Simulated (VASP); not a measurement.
Set up this calculation in VASP 6.6.1, as the native input.

| Quantity | Value |
| --- | --- |
| Task | single point |
| Functional | PBE |
| Potentials or basis | VASP PAW PBE potentials, release 64 (Ta_pv, N) |
| Cutoff | 520 eV |
| k mesh | 15 × 15 × 15 |
| Occupations | fermi-dirac, width 0.08 eV |
| Spin | no spin polarisation |
| Dipole correction | no |
| Further INCAR settings | ALGO = Normal; EDIFF = 1e-07; NBANDS = 15 |

The structure of TaN (zincblende type) lies in POSCAR:

```
TaN
1.0
    0.0000000000      2.3054718259      2.3054718259
    2.3054718259      0.0000000000      2.3054718259
    2.3054718259      2.3054718259      0.0000000000
Ta N
1 1
Direct
    0.0000000000      0.0000000000      0.0000000000
    0.2500000000      0.2500000000      0.2500000000
```

These files were run (other wordings do the same):

INCAR

```
SYSTEM = TaN
PREC = Accurate
ENCUT = 520
EDIFF = 1E-7
ISMEAR = -1
SIGMA = 0.08
LREAL = .FALSE.
LASPH = .TRUE.
NELM = 60
ALGO = Normal
ISIF = 2
LWAVE = .FALSE.
LCHARG = .FALSE.
GGA = PE
NBANDS = 15
```

KPOINTS

```
Automatic mesh
0
G
  15 15 15
  0 0 0
```

Potentials or basis: VASP PAW PBE potentials, release 64 (Ta_pv, N).

Run with:

```bash
$ cat potpaw_PBE.64/Ta_pv/POTCAR potpaw_PBE.64/N/POTCAR > POTCAR
$ mpirun -np 1 vasp_std > vasp.out
```

Results of the run:

The pressure is 29.0 GPa and the band gap on the k mesh is zero (bands 8 and 9 overlap by 1.10 eV).

Caveat: the cell stands under pressure; spin-orbit coupling is left out, which moves the levels of the heavy elements.

It took 40 s on 1 thread of Intel Xeon 8259CL, on a shared host, peak memory 0.17 GiB.
